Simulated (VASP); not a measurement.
Set up this calculation in VASP 6.6.1, as the native input.

| Property | Result |
| --- | --- |
| Task | single point |
| Functional | PBE |
| Potentials or basis | VASP PAW PBE potentials, release 64 (Sr_sv, Ti_sv, O) |
| Cutoff | 520 eV |
| k mesh | 8 × 8 × 8 |
| Occupations | fermi-dirac, width 0.02 eV |
| Spin | no spin polarisation |
| Dipole correction | no |
| Further INCAR settings | ALGO = Normal; EDIFF = 1e-06; NBANDS = 28 |

The structure of SrTiO3 lies in POSCAR:

```
SrTiO3
1.0
    3.9365239027      0.0000000000      0.0000000000
    0.0000000000      3.9365239027      0.0000000000
    0.0000000000      0.0000000000      3.9365239027
Sr Ti O
1 1 3
Direct
    0.5000000000      0.5000000000      0.5000000000
    0.0000000000      0.0000000000      0.0000000000
    0.5000000000      0.0000000000      0.0000000000
    0.0000000000      0.5000000000      0.0000000000
    0.0000000000      0.0000000000      0.5000000000
```

The input as run:

INCAR

```
PREC     = Accurate       # precision mode
ENCUT    = 520            # plane-wave cutoff, eV
EDIFF    = 1E-6           # SCF threshold, eV
ISMEAR   = -1             # smearing method
SIGMA    = 0.02           # smearing width, eV
LREAL    = F              # projectors in reciprocal space
LASPH    = T              # aspherical terms in the spheres
NELM     = 80             # most SCF steps
ALGO     = Normal         # electronic algorithm
ISIF     = 2              # what is computed and relaxed
LWAVE    = F              # write WAVECAR
LCHARG   = T              # write CHGCAR
GGA      = PE             # functional
LELF     = T              # ELF
LVHAR    = T            
NBANDS   = 28             # bands
```

KPOINTS

```
Automatic mesh
0
Gamma
  8 8 8
```

Potentials or basis: VASP PAW PBE potentials, release 64 (Sr_sv, Ti_sv, O).

Command:

```bash
$ cat potpaw_PBE.64/Sr_sv/POTCAR potpaw_PBE.64/Ti_sv/POTCAR potpaw_PBE.64/O/POTCAR > POTCAR
$ mpirun -np 1 vasp_std > vasp.out
```

Results of the run:

```yaml
Pressure: 0.6 GPa
Band_gap_on_the_k_mesh: 1.81 eV (least direct gap 2.18 eV)
```

It took 90 s on 1 thread of Intel Xeon 8259CL, on a shared host, peak memory 0.21 GiB.
